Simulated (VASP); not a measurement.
Input of a VASP 6.6.1 run:

The input INCAR:

```
SYSTEM = Yb
PREC = Accurate
ENCUT = 520
EDIFF = 1E-6
ISMEAR = 1
SIGMA = 0.01
LREAL = .FALSE.
LASPH = .TRUE.
NELM = 150
ALGO = Fast
ISIF = 2
LWAVE = .FALSE.
LCHARG = .FALSE.
LNONCOLLINEAR = .TRUE.
MAGMOM = 0.031 -0.402 -0.26
LORBIT = 11
LMAXMIX = 6
GGA = RE
NBANDS = 19
```

The input KPOINTS:

```
regular mesh
0
G
  6 7 6
  0 0 0
```

Contents of POSCAR:

```
Yb
1.0
   -0.0672530000      2.8044070000      2.7202020000
    2.6761400000      0.0149810000      2.6379670000
    2.7391170000      2.7851490000     -0.0479950000
Yb
1
Direct
    0.0000000000      0.0000000000      0.0000000000
```

Potentials or basis: VASP PAW PBE potentials, release 64 (Yb_2), 4f in core.

The run is started by

```bash
$ cat potpaw_PBE.64/Yb_2/POTCAR > POTCAR
$ mpirun -np 1 vasp_ncl > vasp.out
```

(1) Estimate the net moment.

(2) Estimate the pressure.

(3) Estimate the band gap on the k mesh.

Answers

(1) 0.11 μB per cell.

(2) 0.5 GPa.

(3) zero (bands 8 and 9 overlap by 0.27 eV).

Caveat: the cell differs from its parent crystal (the cell strained at random); the PAW data sets were made with another functional, which shifts forces and pressure a little; spin-orbit coupling is left out, which moves the levels of the heavy elements; the 4f electrons are frozen in the core, so they carry no moment and show no levels.
